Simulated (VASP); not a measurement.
Here is a VASP 6.6.1 calculation.

Contents of INCAR:

```
SYSTEM = Pb
PREC = Accurate
ENCUT = 520
EDIFF = 1E-6
ISMEAR = -1
SIGMA = 0.05
LREAL = .False.
LASPH = .True.
NELM = 100
ALGO = Normal
ISIF = 2
LWAVE = .False.
LCHARG = .True.
GGA = PS
LELF = .True.
LVHAR = .True.
NBANDS = 21
```

File KPOINTS:

```
Automatic mesh
0
Gamma
  10 10 6
  0 0 0
```

The input POSCAR:

```
Pb
1.0
    3.0894379972     -1.7336705114     -0.4428646424
    3.0894379972      1.7336705114     -0.4428646424
   -3.0392053998      0.0000000000      6.1466240728
Pb
2
Direct
    0.0000000000      0.0000000000      0.2500000000
    1.0000000000      1.0000000000      0.7500000000
```

Potentials or basis: VASP PAW PBE potentials, release 64 (Pb_d).

The run is started by

```sh
$ cat potpaw_PBE.64/Pb_d/POTCAR > POTCAR
$ mpirun -np 1 vasp_std > vasp.out
```

Q: Predict the pressure.

A: -1.0 GPa.

Q: What does it give for the band gap on the k mesh?

A: Zero (band 14 reaches 11.92 eV, above the bottom of band 15 at 5.33 eV).

Caveat: the PAW data sets were made with another functional, which shifts forces and pressure a little; spin-orbit coupling is left out, which moves the levels of the heavy elements.
